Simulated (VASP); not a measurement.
Cl: single point with PBE

Crystal: Cl.

```
Cl
1.0
     3.12524   -2.00725    0.00000
     3.12524    2.00725    0.00000
     0.00000    0.00000    8.14656
Cl
4
Direct
  0.87564 0.12436 0.60748
  0.12436 0.87564 0.39252
  0.62436 0.37564 0.10748
  0.37564 0.62436 0.89252
```

```
Program             : VASP 6.6.1
Task                : single point
Functional          : PBE
Potentials or basis : VASP PAW PBE potentials, release 64 (Cl)
Cutoff              : 520 eV
k mesh              : 4 × 4 × 2
Occupations         : gaussian, width 0.01 eV
Spin                : no spin polarisation
```

```
Pressure               : 1.8 GPa
Largest force          : 0.035 eV/Å
Band gap on the k mesh : 2.25 eV
```

Forces in eV/Å, atoms in the order of the input:
```
Cl   0.000 -0.008  0.034
Cl   0.000  0.008 -0.034
Cl   0.000  0.008  0.034
Cl   0.000 -0.008 -0.034
```

Stress tensor (GPa, compression positive):
```
2.19 0.00 0.00
0.00 1.82 0.00
0.00 0.00 1.47
```

Levels at points of the mesh, in eV from the valence-band top:
| k point | band 10 | band 11 | band 12 | band 13 | band 14 | band 15 | band 16 | band 17 | band 18 | band 19 |
| --- | --- | --- | --- | --- | --- | --- | --- | --- | --- | --- |
| (0.00, 0.00, 0.00) | -2.16 | -0.97 | -0.44 | -0.11 | 0.00 | 2.25 | 3.22 | 7.06 | 7.21 | 8.48 |
| (0.50, 0.00, 0.00) | -2.60 | -0.99 | -0.99 | -0.31 | -0.31 | 2.99 | 2.99 | 8.03 | 8.03 | 10.30 |
| (0.50, 0.50, 0.00) | -2.76 | -1.61 | -1.21 | -0.51 | -0.27 | 2.33 | 2.97 | 8.29 | 8.32 | 8.88 |
| (0.00, 0.00, 0.50) | -2.21 | -0.86 | -0.86 | -0.05 | -0.05 | 2.67 | 2.67 | 7.44 | 7.44 | 9.41 |
| (0.50, 0.00, 0.50) | -2.65 | -0.70 | -0.70 | -0.08 | -0.08 | 2.66 | 2.66 | 8.33 | 8.33 | 9.72 |
| (0.50, 0.50, 0.50) | -2.74 | -0.99 | -0.99 | -0.90 | -0.90 | 2.59 | 2.59 | 8.91 | 8.91 | 9.81 |

It took 35 s on 1 thread of Intel Xeon 8259CL (shared host), peak memory 0.21 GiB.

Caveat: the k points lie up to 0.47 Å⁻¹ apart; this functional lacks dispersion, which holds the molecules together, so the pressure and a relaxed volume are unreliable. A k mesh can miss the band edges.
